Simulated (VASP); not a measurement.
## BaZrO3: single point with LDA

The system is BaZrO3.

```
CELL_PARAMETERS angstrom
4.14736 0.00000 0.00000
0.00000 4.14736 0.00000
0.00000 0.00000 4.14736
ATOMIC_POSITIONS crystal
Ba 0.00000 0.00000 0.00000
Zr 0.50000 0.50000 0.50000
O 0.00000 0.50000 0.50000
O 0.50000 0.00000 0.50000
O 0.50000 0.50000 0.00000
```

```
Program             : VASP 6.6.1
Task                : single point
Functional          : LDA
Potentials or basis : VASP PAW LDA potentials, release 64 (Ba_sv, Zr_sv, O)
Cutoff              : 520 eV
k mesh              : 6 × 6 × 6
Occupations         : gaussian, width 0.02 eV
Spin                : no spin polarisation
```

| Quantity | Value |
| --- | --- |
| Pressure | 1.5 GPa |
| Band gap on the k mesh | 3.13 eV (least direct gap 3.31 eV) |

Levels at points of the mesh, in eV from the valence-band top:
| k point | band 17 | band 18 | band 19 | band 20 | band 21 | band 22 | band 23 | band 24 |
| --- | --- | --- | --- | --- | --- | --- | --- | --- |
| (0.00, 0.00, 0.00) | -1.05 | -0.18 | -0.18 | -0.18 | 3.13 | 3.13 | 3.13 | 4.55 |
| (0.50, 0.00, 0.00) | -1.81 | -1.81 | -0.40 | -0.40 | 3.62 | 5.86 | 5.86 | 6.45 |
| (0.50, 0.50, 0.00) | -0.93 | -0.93 | -0.70 | -0.08 | 5.83 | 5.83 | 6.57 | 6.66 |
| (0.50, 0.50, 0.50) | -2.57 | 0.00 | 0.00 | 0.00 | 6.03 | 6.03 | 6.03 | 7.25 |

It took 17 s on 1 thread of Intel(R) Xeon(R) Platinum 8488C (Sapphire Rapids) (shared host), peak memory 0.17 GiB.

Caveat: spin-orbit coupling is left out, which moves the levels of the heavy elements. LDA gaps usually lie below the measured ones, often by a third to a half.
